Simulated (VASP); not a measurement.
# Cd (Fm-3m) in VASP: further runs

The runs below take Cd through single point, with PBE.

Program: VASP 6.6.1. These are calculated values, not measurements. Logs are shortened: lines on timing, memory, paths and dates and some standing lists are left out, and cuts for length are marked.

## 1. The cell of the first run

The structure is cubic, space group Fm-3m (No. 225). The conventional cell has a = 4.413 Å, b = 4.413 Å, c = 4.413 Å, α = 90.00°, β = 90.00°, γ = 90.00°. Within 4.1 Å of Cd (site symmetry m-3m) lie 12 Cd at 3.12 Å.

This isn't the form of Cd at room conditions, which is hcp.

## 2. Single point, PBE

INCAR reads:

```
SYSTEM = Cd
PREC     = Accurate       ! precision mode
ENCUT    = 520            ! plane-wave cutoff, eV
EDIFF    = 1E-7           ! SCF threshold, eV
ISMEAR   = -1             ! smearing method
SIGMA    = 0.06122561905347299 ! smearing width, eV
LREAL    = .FALSE.        ! projectors in reciprocal space
LASPH    = .TRUE.         ! aspherical terms in the spheres
NELM     = 60             ! most SCF steps
ALGO     = Normal         ! electronic algorithm
ISIF     = 2              ! what is computed and relaxed
LWAVE    = .FALSE.        ! write WAVECAR
LCHARG   = .FALSE.        ! write CHGCAR
GGA      = PE             ! functional
NBANDS   = 12             ! bands
```

KPOINTS reads:

```
Automatic mesh
0
G
  14 14 14
  0 0 0
```

POSCAR reads:

```
Cd
1.0
    0.0000000000      2.2063168019      2.2063168019
    2.2063168019      0.0000000000      2.2063168019
    2.2063168019      2.2063168019      0.0000000000
Cd
1
Direct
    0.0000000000      0.0000000000      0.0000000000
```

Potentials or basis: VASP PAW PBE potentials, release 64 (Cd).

On the command line:

```console
$ cat potpaw_PBE.64/Cd/POTCAR > POTCAR
$ mpirun -np 1 vasp_std > vasp.out
```

OUTCAR:

```text
SYSTEM = Cd
   PREC = Accurate
   ENCUT = 520
   EDIFF = 1E-7
   ISMEAR = -1
   LREAL = .FALSE.
   LASPH = .TRUE.
   NELM = 60
   ISIF = 2
   GGA = PE

 ion  position               nearest neighbor table
   1  0.000  0.000  0.000-

  LATTYP: Found a face centered cubic cell.
 ALAT       =     4.4126336038

  Lattice vectors:

 A1 = (   0.0000000000,   2.2063168019,   2.2063168019)
 A2 = (   2.2063168019,   0.0000000000,   2.2063168019)
 A3 = (   2.2063168019,   2.2063168019,   0.0000000000)

Analysis of symmetry for initial positions (statically):
=====================================================================
 Subroutine PRICEL returns:
 Original cell was already a primitive cell.

 Routine SETGRP: Setting up the symmetry group for a
 face centered cubic supercell.

 Subroutine GETGRP returns: Found 48 space group operations
 (whereof 48 operations were pure point group operations)
 out of a pool of 48 trial point group operations.

The static configuration has the point symmetry O_h .

Analysis of symmetry for dynamics (positions and initial velocities):
=====================================================================
 Subroutine PRICEL returns:
 Original cell was already a primitive cell.

 Routine SETGRP: Setting up the symmetry group for a
 face centered cubic supercell.

 Subroutine GETGRP returns: Found 48 space group operations
 (whereof 48 operations were pure point group operations)
 out of a pool of 48 trial point group operations.

The dynamic configuration has the point symmetry O_h .

 Subroutine INISYM returns: Found 48 space group operations
 (whereof 48 operations are pure point group operations),
 and found     1 'primitive' translations

----------------------------------------------------------------------------------------

                                     Primitive cell

  volume of cell :      21.4800

  direct lattice vectors                    reciprocal lattice vectors
     0.000000000  2.206316802  2.206316802    -0.226622033  0.226622033  0.226622033
     2.206316802  0.000000000  2.206316802     0.226622033 -0.226622033  0.226622033
     2.206316802  2.206316802  0.000000000     0.226622033  0.226622033 -0.226622033

  length of vectors
     3.120203144  3.120203144  3.120203144     0.392520876  0.392520876  0.392520876

  position of ions in fractional coordinates (direct lattice)
     0.000000000  0.000000000  0.000000000

  ion indices of the primitive-cell ions
   primitive index   ion index
                 1           1

----------------------------------------------------------------------------------------

 KPOINTS: Automatic mesh

Automatic generation of k-mesh.
 Grid dimensions read from file:
 generate k-points for:   14   14   14

 Generating k-lattice:

  Cartesian coordinates                     Fractional coordinates (reciprocal lattice)
    -0.016187288  0.016187288  0.016187288     0.071428571  0.000000000  0.000000000
     0.016187288 -0.016187288  0.016187288     0.000000000  0.071428571  0.000000000
     0.016187288  0.016187288 -0.016187288     0.000000000  0.000000000  0.071428571

  Length of vectors
     0.028037205  0.028037205  0.028037205

  Shift w.r.t. Gamma in fractional coordinates (k-lattice)
     0.000000000  0.000000000  0.000000000

 Subroutine IBZKPT returns following result:
 ===========================================

 Found    104 irreducible k-points:

 Following reciprocal coordinates:
            Coordinates               Weight
  0.000000  0.000000  0.000000      1.000000
  0.071429  0.000000  0.000000      8.000000
  0.142857  0.000000  0.000000      8.000000
  0.214286  0.000000  0.000000      8.000000
  0.285714  0.000000  0.000000      8.000000
  0.357143  0.000000  0.000000      8.000000
[... 16 lines left out ...]
  0.214286  0.142857  0.000000     24.000000
  0.285714  0.142857  0.000000     24.000000
 [... further k-points ...]
   k-points           NKPTS =    104   k-points in BZ     NKDIM =    104   number of bands    NBANDS=     12
   number of dos      NEDOS =    301   number of ions     NIONS =      1
   total plane-waves  NPLWV =  13824
   dimension x,y,z NGX =    24 NGY =   24 NGZ =   24
   dimension x,y,z NGXF=    48 NGYF=   48 NGZF=   48
   ions per type =               1
   NGX,Y,Z   is equivalent  to a cutoff of  12.79, 12.79, 12.79 a.u.
   NGXF,Y,Z  is equivalent  to a cutoff of  25.57, 25.57, 25.57 a.u.
 SYSTEM =  Cd
   PREC   = accura    normal or accurate (medium, high low for compatibility)
   ISTART =      0    job   : 0-new  1-cont  2-samecut
   ICHARG =      2    charge: 1-file 2-atom 10-const
   ISPIN  =      1    spin polarized calculation?
   LNONCOLLINEAR =      F non collinear calculations
   LSORBIT =      F    spin-orbit coupling
   LASPH  =      T    aspherical Exc in radial PAW
   ENCUT  =  520.0 eV  38.22 Ry    6.18 a.u.   5.80  5.80  5.80*2*pi/ulx,y,z
   NELM   =     60;   NELMIN=  2; NELMDL= -5     # of ELM steps
   EDIFF  = 0.1E-06   stopping-criterion for ELM
   LREAL  =      F    real-space projection
   EDIFFG = 0.1E-05   stopping-criterion for IOM
   NSW    =      0    number of steps for IOM
   IBRION =     -1    ionic relax: 0-MD 1-quasi-New 2-CG
   NFREE  =      0    steps in history (QN), initial steepest desc. (CG)
   ISIF   =      2    stress and relaxation
   ISYM   =      2    0-nonsym 1-usesym 2-fastsym
   POTIM  = 0.5000    time-step for ionic-motion
   TEBEG  =    0.0;   TEEND  =   0.0 temperature during run
   PSTRESS=    0.0 pullay stress
   NELECT =      12.0000    total number of electrons
   NUPDOWN=      -1.0000    fix difference up-down
   EMIN   =  10.00;   EMAX   =-10.00  energy-range for DOS
   EFERMI =   0.00;   METHOD = LEGACY
   ISMEAR =    -1;   SIGMA  =   0.06  broadening in eV -4-tet -1-fermi 0-gaus
   EFERMI_NEDOS =   21; number of points for ismear=-14 and -15
   IALGO  =     38    algorithm
   IMIX   =      4    mixing-type and parameters
     AMIX     =   0.40;   BMIX     =  1.00
     AMIX_MAG =   1.60;   BMIX_MAG =  1.00
  volume/ion in A,a.u.               =      21.48       144.95
  Fermi-wavevector in a.u.,A,eV,Ry     =   1.348313  2.547942 24.734682  1.817948
  Thomas-Fermi vector in A             =   2.475992
   LORBIT       =      0    0 simple, 1 ext, 2 COOP (PROOUT), +10 PAW based schemes
   GGA     = PE    functional components
   LHFCALC =     F    Hartree Fock is set to
   AEXX    =    0.0000 exact exchange contribution
   IVDW    =     0    specifies the selected vdW correction
   LEPSILON=     F    determine dielectric tensor
   LRPA    =     F    only Hartree local field effects (RPA)
 non-spin polarized calculation
  energy-cutoff  :      520.00
  volume of cell :       21.48
 maximum number of plane-waves:       592
   NGX = 11   NGY = 11   NGZ = 11

 number of electron      12.0000006 magnetization

 Free energy of the ion-electron system (eV)
  ---------------------------------------------------
  ext. energy  EPLUGINS =         0.00000000
  ---------------------------------------------------
  free energy    TOTEN  =        -0.73417743 eV

  energy without entropy =       -0.73212156  energy(sigma->0) =       -0.73314949

 E-fermi :   2.9272     XC(G=0): -11.0721

 val. band max:        2.7236686035   @ k =  -0.3571   0.3571   0.1429
 cond. band min:       2.9798456079   @ k =   0.5000   0.1429   0.0000
 fundamental gap:      0.2561770044
 Fermi energy:         2.9272034149

 k-point     1 :       0.0000    0.0000    0.0000
  band No.  band energies     occupation
      1      -6.2267      2.00000
      2      -6.2267      2.00000
      3      -6.2267      2.00000
      4      -5.9531      2.00000
      5      -5.7571      2.00000
      6      -5.7571      2.00000
      7      16.9093      0.00000
      8      18.0704      0.00000
      9      18.0704      0.00000
     10      18.0704      0.00000
     11      21.4654      0.00000
     12      21.4654      0.00000

 k-point     2 :       0.0714    0.0000    0.0000
  band No.  band energies     occupation
      1      -6.2444      2.00000
      2      -6.2047      2.00000
      3      -6.2047      2.00000
      4      -5.8148      2.00000
      5      -5.7624      2.00000
      6      -5.7624      2.00000
      7      16.0291      0.00000
      8      17.2402      0.00000
      9      17.8607      0.00000
     10      17.8607      0.00000
     11      21.8238      0.00000
     12      21.8240      0.00000

 k-point     3 :       0.1429    0.0000    0.0000
  band No.  band energies     occupation
      1      -6.3143      2.00000
      2      -6.1544      2.00000
      3      -6.1544      2.00000
      4      -5.7646      2.00000
      5      -5.7646      2.00000
      6      -5.3778      2.00000
      7      13.3777      0.00000
      8      17.1568      0.00000
      9      17.4009      0.00000
     10      17.4009      0.00000
     11      21.5946      0.00000
     12      22.5175      0.00000
[... 286 lines left out ...]
 k-point    23 :       0.2143    0.1429    0.0000
  band No.  band energies     occupation
      1      -6.4109      2.00000
      2      -6.0440      2.00000
      3      -6.0201      2.00000
      4      -6.0021      2.00000
      5      -5.6478      2.00000
      6      -4.6318      2.00000
      7      12.7969      0.00000
      8      14.3968      0.00000
      9      15.7312      0.00000
     10      17.2577      0.00000
     11      17.4248      0.00000
     12      23.7286      0.00000

 k-point    24 :       0.2857    0.1429    0.0000
  band No.  band energies     occupation
      1      -6.4697      2.00000
      2      -6.1058      2.00000
      3      -5.9773      2.00000
      4      -5.9727      2.00000
      5      -5.5649      2.00000
      6      -3.7939      2.00000
      7      10.1009      0.00000
      8      13.8242      0.00000
      9      15.4651      0.00000
     10      15.8234      0.00000
     11      18.9694      0.00000
     12      23.2628      0.00000

 [... further k-points ...]
[... 5 lines left out ...]
  --------------------------------------------------------------------------------------
  -------------------------------------------------------------------------------------
  Total        0.4494941      0.4494941      0.4494941     -0.0000000     -0.0000000      0.0000000
  in kB       33.5274827     33.5274827     33.5274827     -0.0000000     -0.0000000      0.0000000
  external PRESSURE =      33.5274827 kB  Pullay stress =       0.0000000 kB

 VOLUME and BASIS-vectors are now :
 -----------------------------------------------------------------------------
  energy-cutoff  :      520.00
  volume of cell :       21.48
      direct lattice vectors                 reciprocal lattice vectors
     0.000000000  2.206316802  2.206316802    -0.226622033  0.226622033  0.226622033
     2.206316802  0.000000000  2.206316802     0.226622033 -0.226622033  0.226622033
     2.206316802  2.206316802  0.000000000     0.226622033  0.226622033 -0.226622033

 POSITION                                       TOTAL-FORCE (eV/Angst)
 -----------------------------------------------------------------------------------
      0.00000      0.00000      0.00000         0.000000      0.000000     -0.000000
 -----------------------------------------------------------------------------------
    total drift:                               -0.000000      0.000000      0.000000

  FREE ENERGIE OF THE ION-ELECTRON SYSTEM (eV)
  ---------------------------------------------------
  free  energy   TOTEN  =        -0.7341774255 eV

  energy  without entropy=       -0.7321215607  energy(sigma->0) =       -0.73314949
```

Wall time 17 s (1 thread of Intel Xeon 8259CL, shared host); peak memory 0.15 GiB.

Results:

| Quantity | Value |
| --- | --- |
| Free energy | -0.7342 eV |
| Pressure | 3.4 GPa |
| Band gap on the k mesh | zero (bands 6 and 7 overlap by 2.69 eV) |

Levels at points of the mesh, in eV from the Fermi level:
| k point | band 3 | band 4 | band 5 | band 6 | band 7 | band 8 | band 9 | band 10 |
| --- | --- | --- | --- | --- | --- | --- | --- | --- |
| (0.00, 0.00, 0.00) | -9.15 | -8.88 | -8.68 | -8.68 | 13.98 | 15.14 | 15.14 | 15.14 |
| (0.50, 0.00, 0.00) | -9.15 | -8.30 | -8.30 | -2.36 | -1.27 | 12.72 | 12.72 | 13.08 |
| (0.50, 0.50, 0.00) | -8.32 | -8.20 | -8.20 | -0.82 | 1.47 | 6.88 | 6.88 | 11.19 |

Caveat: the cell stands under pressure.

## 3. Single point, PBE

INCAR reads:

```
ALGO = Normal
EDIFF = 1E-6
ENCUT = 520
GGA = PE
ISIF = 2
ISMEAR = -1
LASPH = T
LCHARG = F
LREAL = F
LWAVE = F
NBANDS = 12
NELM = 100
PREC = Accurate
SIGMA = 0.06122561905347299
```

KPOINTS reads:

```
k-points
0
Gamma
  14 14 14
```

POSCAR is that of step 2.

Potentials or basis: VASP PAW PBE potentials, release 64 (Cd).

On the command line:

```console
$ cat potpaw_PBE.64/Cd/POTCAR > POTCAR
$ mpirun -np 1 vasp_std > vasp.out
```

Wall time 15 s (1 thread of Intel Xeon 8259CL, shared host); peak memory 0.15 GiB.

The run converged. Its results:

```
Free energy            : -0.7342 eV
Pressure               : 3.4 GPa
Band gap on the k mesh : zero (bands 6 and 7 overlap by 2.69 eV)
```

Levels at points of the mesh, in eV from the Fermi level:
| k point | band 4 | band 5 | band 6 | band 7 | band 8 | band 9 |
| --- | --- | --- | --- | --- | --- | --- |
| (0.00, 0.00, 0.00) | -8.88 | -8.68 | -8.68 | 13.98 | 15.14 | 15.14 |
| (0.50, 0.00, 0.00) | -8.30 | -8.30 | -2.36 | -1.27 | 12.72 | 12.72 |
| (0.50, 0.50, 0.00) | -8.20 | -8.20 | -0.82 | 1.47 | 6.88 | 6.88 |

Caveat: the cell stands under pressure.

## 4. Single point, PBE

This run uses another cell than the first one, of 21.94 Å³/atom.

INCAR reads:

```
  PREC = Accurate
  ENCUT = 520
  EDIFF = 1E-6
  ISMEAR = -1
  SIGMA = 0.06122561905347299
  LREAL = False
  LASPH = True
  NELM = 60
  ALGO = Normal
  ISIF = 2
  LWAVE = False
  LCHARG = False
  GGA = PE
  NBANDS = 12
```

KPOINTS reads:

```
Automatic mesh
0
Gamma
  14 14 14
```

POSCAR reads:

```
Cd
1.0
    0.0000000000      2.2218547561      2.2218547561
    2.2218547561      0.0000000000      2.2218547561
    2.2218547561      2.2218547561      0.0000000000
Cd
1
Direct
    0.0000000000      0.0000000000      0.0000000000
```

On the command line:

```console
$ cat potpaw_PBE.64/Cd/POTCAR > POTCAR
$ mpirun -np 1 vasp_std > vasp.out
```

It took 15 s on 1 thread of Intel Xeon 8259CL, shared host; peak memory 0.15 GiB.

Results (log left out):

| Property | Result |
| --- | --- |
| Free energy | -0.7420 eV |
| Pressure | 2.1 GPa |
| Band gap on the k mesh | zero (bands 6 and 7 overlap by 2.72 eV) |

Levels at points of the mesh, in eV from the Fermi level:
```tsv
k point	band 2	band 3	band 4	band 5	band 6	band 7	band 8	band 9	band 10	band 11
(0.00, 0.00, 0.00)	-9.09	-9.09	-8.72	-8.64	-8.64	13.91	14.94	14.94	14.94	18.30
(0.50, 0.00, 0.00)	-9.09	-9.09	-8.27	-8.27	-2.27	-1.30	12.54	12.54	13.02	16.39
(0.50, 0.50, 0.00)	-9.65	-8.30	-8.18	-8.18	-0.76	1.40	6.81	6.81	11.05	11.10
```

## 5. Single point, PBE

This run uses another cell than the first one, of 22.39 Å³/atom.

INCAR reads:

```
PREC     = Accurate       # precision mode
ENCUT    = 520            # plane-wave cutoff, eV
EDIFF    = 1E-6           # SCF threshold, eV
ISMEAR   = -1             # smearing method
SIGMA    = 0.06122561905347299 # smearing width, eV
LREAL    = False          # projectors in reciprocal space
LASPH    = True           # aspherical terms in the spheres
NELM     = 80             # most SCF steps
ALGO     = Normal         # electronic algorithm
ISIF     = 2              # what is computed and relaxed
LWAVE    = False          # write WAVECAR
LCHARG   = True           # write CHGCAR
GGA      = PE             # functional
LELF     = True           # ELF
LVHAR    = True         
NBANDS   = 12             # bands
```

KPOINTS is that of step 4.

POSCAR reads:

```
Cd
1.0
    0.0000000000      2.2371783765      2.2371783765
    2.2371783765      0.0000000000      2.2371783765
    2.2371783765      2.2371783765      0.0000000000
Cd
1
Direct
    0.0000000000      0.0000000000      0.0000000000
```

On the command line:

```console
$ cat potpaw_PBE.64/Cd/POTCAR > POTCAR
$ mpirun -np 1 vasp_std > vasp.out
```

Run time: 18 s. Hardware: 1 thread of Intel Xeon 8259CL, shared host; peak memory 0.16 GiB.

The run converged. Its results:

| Quantity | Value |
| --- | --- |
| Free energy | -0.7464 eV |
| Pressure | 1.0 GPa |
| Band gap on the k mesh | zero (bands 6 and 7 overlap by 2.76 eV) |

Levels at points of the mesh, in eV from the Fermi level:
```
           k point  band 4  band 5  band 6  band 7  band 8  band 9
(0.00, 0.00, 0.00)   -8.60   -8.60   -8.56   13.84   14.74   14.74
(0.50, 0.00, 0.00)   -8.25   -8.25   -2.18   -1.32   12.35   12.35
(0.50, 0.50, 0.00)   -8.16   -8.16   -0.70    1.33    6.74    6.74
```

## 6. The runs side by side

| cell | gap on the mesh (eV) | pressure (GPa) |
| --- | --- | --- |
| a = 3.120 Å, angles 60.0°, 1 atom | none | 3.4 |
| a = 3.142 Å, angles 60.0°, 1 atom | none | 2.1 |
| a = 3.164 Å, angles 60.0°, 1 atom | none | 1.0 |

Alike in all rows: task single point; level PBE; potentials or basis VASP PAW PBE potentials, release 64 (Cd); no spin polarisation; k mesh 14 × 14 × 14; cutoff (eV) 520; smearing fermi-dirac 0.0612256 eV.

Caveats: the cell stands under pressure (at least some runs).

Total energies depend on the potentials used, so only differences within one code and one set of settings carry meaning.

The gap in the log of VASP goes by the Fermi energy; the results here count the filled bands.